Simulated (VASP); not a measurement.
As, 1 atom in the cell. It takes space group Pm-3m (No. 221, cubic). Conventional cell: a = 2.704 Å, b = 2.704 Å, c = 2.704 Å, α = 90.00°, β = 90.00°, γ = 90.00°. As (site symmetry m-3m) has 6 As at 2.70 Å within 3.6 Å. This isn't the form of As at room conditions, which is rhombohedral.

```yaml
Program: VASP 6.6.1
Task: relaxation of cell and atoms
Functional: HSE06
Potentials_or_basis: VASP PAW PBE potentials, release 64 (As)
Cutoff: 600 eV
k_mesh: 5 × 5 × 5
Occupations: fermi-dirac, width 0.05 eV
Spin: no spin polarisation
Dipole_correction: no
Grid_for_exact_exchange_PRECFOCK: Normal
Further_INCAR_settings: ALGO = Normal; EDIFF = 1e-06; IBRION = 2; EDIFFG = -0.01; NSW = 60; ISIF = 3
Share_of_exact_exchange: 0.25
Screening_parameter: 0.2079 1/Å
```

Potentials or basis: VASP PAW PBE potentials, release 64 (As).

Run with:

```bash
$ cat potpaw_PBE.64/As/POTCAR > POTCAR
$ cp INCAR.step1 INCAR
$ mpirun -np 1 vasp_std > vasp.out
$ cp INCAR.step2 INCAR
$ mpirun -np 1 vasp_std > vasp.out
```

Hardware: 1 thread of Intel(R) Xeon(R) 6975P-C (Granite Rapids), with other jobs on the host.

Question: How long does it take, and how much memory?

Answer: It took 81 s on 1 thread of Intel(R) Xeon(R) 6975P-C (Granite Rapids) (shared host), peak memory 0.25 GiB. Counts: k points 10, ion steps 3.
